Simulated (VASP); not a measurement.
# AlNi (Cmmm) in VASP: further runs, part 2 of 2

VASP 6.6.1. Earlier steps stand in the parts before.

## Step 3: Single point, r2SCAN+D3(BJ), collinear spin, ferromagnetic start

This run uses another cell than the first one, of 12.36 Å³/atom, 1.026 times its volume.

POSCAR

```
AlNi
1.0
    1.9725644816     -1.9873137379      0.0000000000
    1.9725644816      1.9873137379      0.0000000000
    0.0000000000      0.0000000000      3.1535794360
Al Ni
1 1
Direct
    0.0000000000      0.0000000000      0.0000000000
    0.5000000000      0.5000000000      0.5000000000
```

INCAR.step1

```
SYSTEM = AlNi
ALGO = Normal
EDIFF = 1E-4
ENCUT = 520
GGA = PE
ISMEAR = -1
ISPIN = 2
LASPH = .TRUE.
LCHARG = .FALSE.
LMAXMIX = 4
LREAL = .FALSE.
LWAVE = .TRUE.
MAGMOM = 0 2
NBANDS = 18
NELM = 150
PREC = Accurate
SIGMA = 0.05
```

INCAR.step2

```
SYSTEM = AlNi
ALGO = Normal
EDIFF = 1E-6
ENCUT = 520
ISIF = 2
ISMEAR = -1
ISPIN = 2
ISTART = 1
IVDW = 12
LASPH = .TRUE.
LCHARG = .FALSE.
LMAXMIX = 4
LMIXTAU = .TRUE.
LORBIT = 11
LREAL = .FALSE.
LWAVE = .FALSE.
MAGMOM = 0 2
METAGGA = R2SCAN
NBANDS = 18
NELM = 150
PREC = Accurate
SIGMA = 0.05
VDW_A1 = 0.49484001
VDW_A2 = 5.73083694
VDW_S6 = 1.0
VDW_S8 = 0.78981345
```

KPOINTS

```
k-points
0
G
  10 10 9
  0 0 0
```

Potentials or basis: VASP PAW PBE potentials, release 64 (Al, Ni).

The run is started by

```bash
$ cat potpaw_PBE.64/Al/POTCAR potpaw_PBE.64/Ni/POTCAR > POTCAR
$ cp INCAR.step1 INCAR
$ mpirun -np 1 vasp_std > vasp.out
$ cp INCAR.step2 INCAR
$ mpirun -np 1 vasp_std > vasp.out
```

OUTCAR:

```text
SYSTEM = AlNi
   EDIFF = 1E-6
   ENCUT = 520
   ISIF = 2
   ISMEAR = -1
   ISPIN = 2
   ISTART = 1
   IVDW = 12
   LASPH = .TRUE.
   LORBIT = 11
   LREAL = .FALSE.
   METAGGA = R2SCAN
   NELM = 150
   PREC = Accurate
 IVDW          = 12

 ion  position               nearest neighbor table
   1  0.000  0.000  0.000-   2 2.53   2 2.53   2 2.53   2 2.53   2 2.54   2 2.54   2 2.54   2 2.54

   2  0.500  0.500  0.500-   1 2.53   1 2.53   1 2.53   1 2.53   1 2.54   1 2.54   1 2.54   1 2.54

  LATTYP: Found a base centered orthorhombic cell.
 ALAT       =     3.9451289632
 B/A-ratio  =     1.0074771986
 C/A-ratio  =     0.7993602910

  Lattice vectors:

 A1 = (   1.9725644816,  -1.9873137379,   0.0000000000)
 A2 = (   1.9725644816,   1.9873137379,   0.0000000000)
 A3 = (   0.0000000000,   0.0000000000,   3.1535794360)

Analysis of symmetry for initial positions (statically):
=====================================================================
 Subroutine PRICEL returns:
 Original cell was already a primitive cell.

 Routine SETGRP: Setting up the symmetry group for a
 base centered orthorhombic supercell.

 Subroutine GETGRP returns: Found  8 space group operations
 (whereof  8 operations were pure point group operations)
 out of a pool of  8 trial point group operations.

The static configuration has the point symmetry D_2h.

Analysis of symmetry for dynamics (positions and initial velocities):
=====================================================================
 Subroutine PRICEL returns:
 Original cell was already a primitive cell.

 Routine SETGRP: Setting up the symmetry group for a
 base centered orthorhombic supercell.

 Subroutine GETGRP returns: Found  8 space group operations
 (whereof  8 operations were pure point group operations)
 out of a pool of  8 trial point group operations.

The dynamic configuration has the point symmetry D_2h.

Analysis of structural, dynamic, and magnetic symmetry:
=====================================================================
 Subroutine PRICEL returns:
 Original cell was already a primitive cell.

 Routine SETGRP: Setting up the symmetry group for a
 base centered orthorhombic supercell.

 Subroutine GETGRP returns: Found  8 space group operations
 (whereof  8 operations were pure point group operations)
 out of a pool of  8 trial point group operations.

The overall configuration has the point symmetry D_2h.

 Subroutine INISYM returns: Found  8 space group operations
 (whereof  8 operations are pure point group operations),
 and found     1 'primitive' translations

----------------------------------------------------------------------------------------

                                     Primitive cell

  volume of cell :      24.7247

  direct lattice vectors                    reciprocal lattice vectors
     1.972564482 -1.987313738  0.000000000     0.253477138 -0.251595906  0.000000000
     1.972564482  1.987313738  0.000000000     0.253477138  0.251595906  0.000000000
     0.000000000  0.000000000  3.153579436     0.000000000  0.000000000  0.317099988

  length of vectors
     2.800076164  2.800076164  3.153579436     0.357143052  0.357143052  0.317099988

  position of ions in fractional coordinates (direct lattice)
     0.000000000  0.000000000  0.000000000
[... 70 lines left out ...]
   ISTART =      1    job   : 0-new  1-cont  2-samecut
   ICHARG =      0    charge: 1-file 2-atom 10-const
   ISPIN  =      2    spin polarized calculation?
   LNONCOLLINEAR =      F non collinear calculations
   LSORBIT =      F    spin-orbit coupling
   LASPH  =      T    aspherical Exc in radial PAW
   ENCUT  =  520.0 eV  38.22 Ry    6.18 a.u.   5.21  5.21  5.86*2*pi/ulx,y,z
   NELM   =    150;   NELMIN=  2; NELMDL=  0     # of ELM steps
   EDIFF  = 0.1E-05   stopping-criterion for ELM
   LREAL  =      F    real-space projection
   EDIFFG = 0.1E-04   stopping-criterion for IOM
   NSW    =      0    number of steps for IOM
   IBRION =     -1    ionic relax: 0-MD 1-quasi-New 2-CG
   NFREE  =      0    steps in history (QN), initial steepest desc. (CG)
   ISIF   =      2    stress and relaxation
   ISYM   =      2    0-nonsym 1-usesym 2-fastsym
   POTIM  = 0.5000    time-step for ionic-motion
   TEBEG  =    0.0;   TEEND  =   0.0 temperature during run
   PSTRESS=    0.0 pullay stress
   NELECT =      13.0000    total number of electrons
   NUPDOWN=      -1.0000    fix difference up-down
   EMIN   =  10.00;   EMAX   =-10.00  energy-range for DOS
   EFERMI =   0.00;   METHOD = LEGACY
   ISMEAR =    -1;   SIGMA  =   0.05  broadening in eV -4-tet -1-fermi 0-gaus
   EFERMI_NEDOS =   21; number of points for ismear=-14 and -15
   IALGO  =     38    algorithm
   IMIX   =      4    mixing-type and parameters
     AMIX     =   0.40;   BMIX     =  1.00
     AMIX_MAG =   1.60;   BMIX_MAG =  1.00
  volume/ion in A,a.u.               =      12.36        83.43
  Fermi-wavevector in a.u.,A,eV,Ry     =   1.321333  2.496957 23.754681  1.745920
  Thomas-Fermi vector in A             =   2.451094
   LORBIT       =     11    0 simple, 1 ext, 2 COOP (PROOUT), +10 PAW based schemes
   METAGGA = R2SCAN    functional components
   LHFCALC =     F    Hartree Fock is set to
   AEXX    =    0.0000 exact exchange contribution
   IVDW    =    12    specifies the selected vdW correction
   LEPSILON=     F    determine dielectric tensor
   LRPA    =     F    only Hartree local field effects (RPA)
 spin polarized calculation
  energy-cutoff  :      520.00
  volume of cell :       24.72
 maximum number of plane-waves:       684
 NGX is ok and might be reduce to    24
   NGX = 11   NGY = 11   NGZ = 11

 number of electron      12.9999990 magnetization       0.0000171

 Free energy of the ion-electron system (eV)
  ---------------------------------------------------
  ext. energy  EPLUGINS =         0.00000000
  ---------------------------------------------------
  free energy    TOTEN  =       -19.99393776 eV

  energy without entropy =      -19.98636840  energy(sigma->0) =      -19.99015308

 E-fermi :   9.4525     XC(G=0): -12.8379

 val. band max:        9.4502217120   @ k =  -0.4000   0.2000   0.1111
 cond. band min:       9.5020607757   @ k =   0.4000   0.3000   0.1111
 fundamental gap:      0.0518390637
 Fermi energy:         9.4524658495

 spin component 1

 k-point     1 :       0.0000    0.0000    0.0000
  band No.  band energies     occupation
      1      -2.0224      1.00000
      2       6.1546      1.00000
      3       6.3437      1.00000
      4       7.8674      1.00000
      5       7.8852      1.00000
      6       8.1107      1.00000
[... 493 lines left out ...]
     17      33.1753      0.00000
     18      34.0288      0.00000

 [... further k-points ...]

 spin component 2

 k-point     1 :       0.0000    0.0000    0.0000
  band No.  band energies     occupation
      1      -2.0224      1.00000
      2       6.1547      1.00000
      3       6.3438      1.00000
      4       7.8674      1.00000
      5       7.8853      1.00000
      6       8.1108      1.00000
[... 493 lines left out ...]
     17      33.1753      0.00000
     18      34.0288      0.00000

 [... further k-points ...]

------------------------ aborting loop because EDIFF is reached ----------------------------------------

 Edisp (eV)   -0.40289

 E8    (eV) :    -0.1396

  FORCE on cell =-STRESS in cart. coord.  units (eV):
  Direction    XX          YY          ZZ          XY          YZ          ZX
  --------------------------------------------------------------------------------------
  -------------------------------------------------------------------------------------
  Total      -1.11566    -1.34835    -2.28333     0.00000     0.00000     0.00000
  in kB     -72.29574   -87.37401  -147.96105     0.00000     0.00000     0.00000
  external pressure =     -102.54 kB  Pullay stress =        0.00 kB

 VOLUME and BASIS-vectors are now :
 -----------------------------------------------------------------------------
  energy-cutoff  :      520.00
  volume of cell :       24.72
      direct lattice vectors                 reciprocal lattice vectors
     1.972564482 -1.987313738  0.000000000     0.253477138 -0.251595906  0.000000000
     1.972564482  1.987313738  0.000000000     0.253477138  0.251595906  0.000000000
     0.000000000  0.000000000  3.153579436     0.000000000  0.000000000  0.317099988

 POSITION                                       TOTAL-FORCE (eV/Angst)
 -----------------------------------------------------------------------------------
      0.00000      0.00000      0.00000        -0.000000      0.000000      0.000000
      1.97256      0.00000      1.57679         0.000000      0.000000      0.000000
 -----------------------------------------------------------------------------------
    total drift:                                0.000000      0.000000     -0.000000

  FREE ENERGIE OF THE ION-ELECTRON SYSTEM (eV)
  ---------------------------------------------------
  free  energy   TOTEN  =       -20.3968283222 eV

  energy  without entropy=      -20.3892589677  energy(sigma->0) =      -20.39304364

 total charge

# of ion       s       p       d       tot
------------------------------------------
    1        0.379   0.413   0.000   0.792
    2        0.475   0.511   8.464   9.450
--------------------------------------------------
tot          0.854   0.924   8.464  10.242

 magnetization (x)

# of ion       s       p       d       tot
------------------------------------------
    1        0.000   0.000   0.000   0.000
    2        0.000  -0.000   0.000   0.000
--------------------------------------------------
tot          0.000   0.000   0.000   0.000
```

Run time: 3.2 min. Hardware: 1 thread of Intel Xeon 6975P-C, shared host; peak memory 0.25 GiB.

What came out:

```yaml
Free_energy: -20.3968 eV
Pressure: -10.3 GPa
Net_moment: 0.00 μB per cell
Valence_electrons_inside_the_program's_atomic_spheres: Al 0.79; Ni 9.45
Dispersion_energy_per_atom: -0.201 eV
```

Caveat: the starting moments collapsed, and a magnetic state may lie lower; three body term missing; the PAW data sets were made with another functional, which shifts forces and pressure a little; pairwise dispersion overbinds metals, which lowers pressure and volume.

## Step 4: Single point, r2SCAN+D3(BJ), collinear spin, ferromagnetic start

This run uses another cell than the first one, of 12.68 Å³/atom, 1.052 times its volume.

POSCAR

```
AlNi
1.0
    1.9890720648     -2.0039447516      0.0000000000
    1.9890720648      2.0039447516      0.0000000000
    0.0000000000      0.0000000000      3.1799704490
Al Ni
1 1
Direct
    0.0000000000      0.0000000000      0.0000000000
    0.5000000000      0.5000000000      0.5000000000
```

INCAR.step1

```
SYSTEM = AlNi
  PREC = Accurate
  ENCUT = 520
  ISMEAR = -1
  SIGMA = 0.05
  LREAL = .False.
  LASPH = .True.
  NELM = 150
  ISPIN = 2
  MAGMOM = 0 2
  LMAXMIX = 4
  NBANDS = 18
  GGA = PE
  ALGO = Normal
  EDIFF = 1E-4
  LWAVE = .True.
  LCHARG = .False.
```

INCAR.step2

```
SYSTEM = AlNi
  PREC = Accurate
  ENCUT = 520
  EDIFF = 1E-6
  ISMEAR = -1
  SIGMA = 0.05
  LREAL = .False.
  LASPH = .True.
  NELM = 150
  ALGO = Normal
  ISIF = 2
  LWAVE = .False.
  LCHARG = .True.
  ISPIN = 2
  MAGMOM = 0 2
  LORBIT = 11
  LMAXMIX = 4
  METAGGA = R2SCAN
  LMIXTAU = .True.
  IVDW = 12
  VDW_S6 = 1.0
  VDW_S8 = 0.78981345
  VDW_A1 = 0.49484001
  VDW_A2 = 5.73083694
  LELF = .True.
  LVHAR = .True.
  NBANDS = 18
  ISTART = 1
```

KPOINTS

```
Automatic mesh
0
Gamma
  10 10 9
  0 0 0
```

Potentials or basis: VASP PAW PBE potentials, release 64 (Al, Ni).

The run is started by

```bash
$ cat potpaw_PBE.64/Al/POTCAR potpaw_PBE.64/Ni/POTCAR > POTCAR
$ cp INCAR.step1 INCAR
$ mpirun -np 1 vasp_std > vasp.out
$ cp INCAR.step2 INCAR
$ mpirun -np 1 vasp_std > vasp.out
```

OUTCAR:

```text
SYSTEM = AlNi
   PREC = Accurate
   ENCUT = 520
   EDIFF = 1E-6
   ISMEAR = -1
   LREAL = .False.
   LASPH = .True.
   NELM = 150
   ISIF = 2
   ISPIN = 2
   LORBIT = 11
   METAGGA = R2SCAN
   IVDW = 12
   ISTART = 1
 IVDW          = 12

 ion  position               nearest neighbor table
   1  0.000  0.000  0.000-   2 2.55   2 2.55   2 2.55   2 2.55   2 2.56   2 2.56   2 2.56   2 2.56

   2  0.500  0.500  0.500-   1 2.55   1 2.55   1 2.55   1 2.55   1 2.56   1 2.56   1 2.56   1 2.56

  LATTYP: Found a base centered orthorhombic cell.
 ALAT       =     3.9781441296
 B/A-ratio  =     1.0074771986
 C/A-ratio  =     0.7993602910

  Lattice vectors:

 A1 = (   1.9890720648,  -2.0039447516,   0.0000000000)
 A2 = (   1.9890720648,   2.0039447516,   0.0000000000)
 A3 = (   0.0000000000,   0.0000000000,   3.1799704490)

Analysis of symmetry for initial positions (statically):
=====================================================================
 Subroutine PRICEL returns:
 Original cell was already a primitive cell.

 Routine SETGRP: Setting up the symmetry group for a
 base centered orthorhombic supercell.

 Subroutine GETGRP returns: Found  8 space group operations
 (whereof  8 operations were pure point group operations)
 out of a pool of  8 trial point group operations.

The static configuration has the point symmetry D_2h.

Analysis of symmetry for dynamics (positions and initial velocities):
=====================================================================
 Subroutine PRICEL returns:
 Original cell was already a primitive cell.

 Routine SETGRP: Setting up the symmetry group for a
 base centered orthorhombic supercell.

 Subroutine GETGRP returns: Found  8 space group operations
 (whereof  8 operations were pure point group operations)
 out of a pool of  8 trial point group operations.

The dynamic configuration has the point symmetry D_2h.

Analysis of structural, dynamic, and magnetic symmetry:
=====================================================================
 Subroutine PRICEL returns:
 Original cell was already a primitive cell.

 Routine SETGRP: Setting up the symmetry group for a
 base centered orthorhombic supercell.

[... 148 lines left out ...]
  free energy    TOTEN  =       -19.95698541 eV

  energy without entropy =      -19.94928637  energy(sigma->0) =      -19.95313589

 E-fermi :   9.1356     XC(G=0): -12.7087

 val. band max:        9.1283950517   @ k =  -0.4000   0.2000   0.1111
 cond. band min:       9.1830918614   @ k =   0.4000   0.3000   0.1111
 fundamental gap:      0.0546968097
 Fermi energy:         9.1355680574

 spin component 1

 k-point     1 :       0.0000    0.0000    0.0000
  band No.  band energies     occupation
      1      -2.1545      1.00000
      2       5.9596      1.00000
      3       6.1428      1.00000
      4       7.6057      1.00000
      5       7.6229      1.00000
      6       7.8396      1.00000
[... 493 lines left out ...]
     17      32.4896      0.00000
     18      33.2849      0.00000

 [... further k-points ...]

 spin component 2

 k-point     1 :       0.0000    0.0000    0.0000
  band No.  band energies     occupation
      1      -2.1545      1.00000
      2       5.9596      1.00000
      3       6.1428      1.00000
      4       7.6057      1.00000
      5       7.6229      1.00000
      6       7.8396      1.00000
[... 493 lines left out ...]
     17      32.4896      0.00000
     18      33.2849      0.00000

 [... further k-points ...]

------------------------ aborting loop because EDIFF is reached ----------------------------------------

 Edisp (eV)   -0.39298

 E8    (eV) :    -0.1361

  FORCE on cell =-STRESS in cart. coord.  units (eV):
  Direction    XX          YY          ZZ          XY          YZ          ZX
  --------------------------------------------------------------------------------------
  -------------------------------------------------------------------------------------
  Total      -1.68746    -1.90912    -2.80184     0.00000     0.00000     0.00000
  in kB    -106.64829  -120.65736  -177.07823     0.00000     0.00000     0.00000
  external pressure =     -134.79 kB  Pullay stress =        0.00 kB

 VOLUME and BASIS-vectors are now :
 -----------------------------------------------------------------------------
  energy-cutoff  :      520.00
  volume of cell :       25.35
      direct lattice vectors                 reciprocal lattice vectors
     1.989072065 -2.003944752  0.000000000     0.251373497 -0.249507877  0.000000000
     1.989072065  2.003944752  0.000000000     0.251373497  0.249507877  0.000000000
     0.000000000  0.000000000  3.179970449     0.000000000  0.000000000  0.314468331

 POSITION                                       TOTAL-FORCE (eV/Angst)
 -----------------------------------------------------------------------------------
      0.00000      0.00000      0.00000        -0.000000      0.000000      0.000000
      1.98907      0.00000      1.58999         0.000000     -0.000000      0.000000
 -----------------------------------------------------------------------------------
    total drift:                                0.000000      0.000000     -0.000000

  FREE ENERGIE OF THE ION-ELECTRON SYSTEM (eV)
  ---------------------------------------------------
  free  energy   TOTEN  =       -20.3499693447 eV

  energy  without entropy=      -20.3422702964  energy(sigma->0) =      -20.34611982

 total charge

# of ion       s       p       d       tot
------------------------------------------
    1        0.377   0.403   0.000   0.779
    2        0.465   0.490   8.454   9.409
--------------------------------------------------
tot          0.842   0.893   8.454  10.188

 magnetization (x)

# of ion       s       p       d       tot
------------------------------------------
    1        0.000   0.000   0.000   0.000
    2        0.000  -0.000   0.000   0.000
--------------------------------------------------
tot          0.000   0.000   0.000   0.000
```

OSZICAR.step1:

```text
N       E                     dE             d eps       ncg     rms          rms(c)
DAV:   1     0.454837559277E+02    0.45484E+02   -0.49939E+03 11360   0.748E+02
DAV:   2    -0.903704318327E+01   -0.54521E+02   -0.47971E+02 12256   0.161E+02
DAV:   3    -0.115975001731E+02   -0.25605E+01   -0.25069E+01 13210   0.359E+01
DAV:   4    -0.116312019178E+02   -0.33702E-01   -0.33675E-01 13178   0.367E+00
DAV:   5    -0.116319903960E+02   -0.78848E-03   -0.78841E-03 13278   0.611E-01    0.139E+01
DAV:   6    -0.147704921373E+02   -0.31385E+01   -0.49277E+01 12636   0.800E+01    0.190E+01
DAV:   7    -0.105200384609E+02    0.42505E+01   -0.14035E+01 12640   0.467E+01    0.210E+00
DAV:   8    -0.104934119771E+02    0.26626E-01   -0.52490E-01 14912   0.684E+00    0.116E+00
DAV:   9    -0.104821716826E+02    0.11240E-01   -0.61924E-02 13586   0.220E+00    0.558E-01
DAV:  10    -0.104821077888E+02    0.63894E-04   -0.12181E-03 14004   0.318E-01    0.205E-01
DAV:  11    -0.104819801174E+02    0.12767E-03   -0.11465E-03 13266   0.270E-01    0.637E-02
DAV:  12    -0.104819844521E+02   -0.43348E-05   -0.39282E-05  6640   0.517E-02
   1 F= -.10481984E+02 E0= -.10478088E+02  d E =-.779340E-02  mag=    -0.0008
```

Run time: 3.4 min. Hardware: 1 thread of Intel Xeon 6975P-C, shared host; peak memory 0.25 GiB.

What came out:

```
Free energy                                           : -20.3500 eV
Pressure                                              : -13.5 GPa
Net moment                                            : 0.00 μB per cell
Valence electrons inside the program's atomic spheres : Al 0.78; Ni 9.41
Dispersion energy per atom                            : -0.196 eV
```

Stress tensor (GPa, compression positive):
```
-10.66   0.00   0.00
  0.00 -12.07   0.00
  0.00   0.00 -17.71
```

Levels at points of the mesh, in eV from the Fermi level:
Spin up:
```csv
k point,band 5,band 6,band 7,band 8,band 9,band 10
"(0.00, 0.00, 0.00)",-1.51,-1.30,2.98,7.12,7.12,7.17
"(0.50, 0.00, 0.00)",-1.96,-1.41,-0.32,7.94,8.18,9.30
"(0.50, 0.50, 0.00)",-2.26,-2.26,-0.75,2.18,3.12,10.92
```
Spin down:
```
           k point  band 5  band 6  band 7  band 8  band 9  band 10
(0.00, 0.00, 0.00)   -1.51   -1.30    2.98    7.12    7.12     7.17
(0.50, 0.00, 0.00)   -1.96   -1.41   -0.32    7.94    8.18     9.30
(0.50, 0.50, 0.00)   -2.26   -2.26   -0.75    2.18    3.12    10.92
```

Caveat: the starting moments collapsed, and a magnetic state may lie lower; three body term missing; the PAW data sets were made with another functional, which shifts forces and pressure a little; pairwise dispersion overbinds metals, which lowers pressure and volume.
